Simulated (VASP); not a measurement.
A run of VASP 6.6.1:

The input POSCAR:

```
V
1.0
   -1.4917693513      1.4917693513      1.4917693513
    1.4917693513     -1.4917693513      1.4917693513
    1.4917693513      1.4917693513     -1.4917693513
V
1
Direct
    0.0000000000      0.0000000000      0.0000000000
```

The input INCAR.step1:

```
PREC = Accurate
ENCUT = 520
ISMEAR = 0
SIGMA = 0.01
LREAL = F
LASPH = T
NELM = 80
NBANDS = 12
GGA = PE
ALGO = Normal
EDIFF = 1E-4
LWAVE = T
LCHARG = F
```

File INCAR.step2:

```
PREC = Accurate
ENCUT = 520
EDIFF = 1E-6
ISMEAR = 0
SIGMA = 0.01
LREAL = F
LASPH = T
NELM = 80
ALGO = Normal
ISIF = 2
LWAVE = F
LCHARG = T
METAGGA = R2SCAN
LMIXTAU = T
LELF = T
LVHAR = T
NBANDS = 12
ISTART = 1
```

File KPOINTS:

```
regular mesh
0
Gamma
  15 15 15
```

Potentials or basis: VASP PAW PBE potentials, release 64 (V_sv).

The run is started by

```bash
$ cat potpaw_PBE.64/V_sv/POTCAR > POTCAR
$ cp INCAR.step1 INCAR
$ mpirun -np 1 vasp_std > vasp.out
$ cp INCAR.step2 INCAR
$ mpirun -np 1 vasp_std > vasp.out
```

Hardware: 1 thread of AMD EPYC 9R45 96-Core Processor (Zen 5), on a shared host.

Question: How long does it take, and how much memory?

Answer: Run time: 36 s on 1 thread of AMD EPYC 9R45 96-Core Processor (Zen 5), on a shared host, peak memory 0.11 GiB. Counts: k points 120.
